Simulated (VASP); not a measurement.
Here is a VASP 6.6.1 calculation.

File INCAR:

```
PREC = Accurate
ENCUT = 520
EDIFF = 1E-6
ISMEAR = 0
SIGMA = 0.05
LREAL = F
LASPH = T
NELM = 60
ALGO = Normal
ISIF = 2
LWAVE = F
LCHARG = T
GGA = PS
LELF = T
LVHAR = T
NBANDS = 11
```

KPOINTS

```
Automatic mesh
0
Gamma
  10 10 10
```

POSCAR

```
MgO
1.0
    0.0000000000      2.1075959641      2.1075959641
    2.1075959641      0.0000000000      2.1075959641
    2.1075959641      2.1075959641      0.0000000000
Mg O
1 1
Direct
   -0.0252360405      0.0252360405      0.0378540607
    0.5383375188      0.4616624812      0.4424937217
```

Potentials or basis: VASP PAW PBE potentials, release 64 (Mg, O).

Command:

```console
$ cat potpaw_PBE.64/Mg/POTCAR potpaw_PBE.64/O/POTCAR > POTCAR
$ mpirun -np 1 vasp_std > vasp.out
```

(1) Estimate the band gap on the k mesh.

(2) What does it give for the pressure?

(3) What does it give for the largest force?

Answers

(1) 4.58 eV, direct.

(2) 12.6 GPa.

(3) 3.399 eV/Å.

Caveat: the cell differs from its parent crystal (mode 4 frozen in at -0.202 Å and mode 5 at -0.040 Å (largest displacements)); the PAW data sets were made with another functional, which shifts forces and pressure a little.
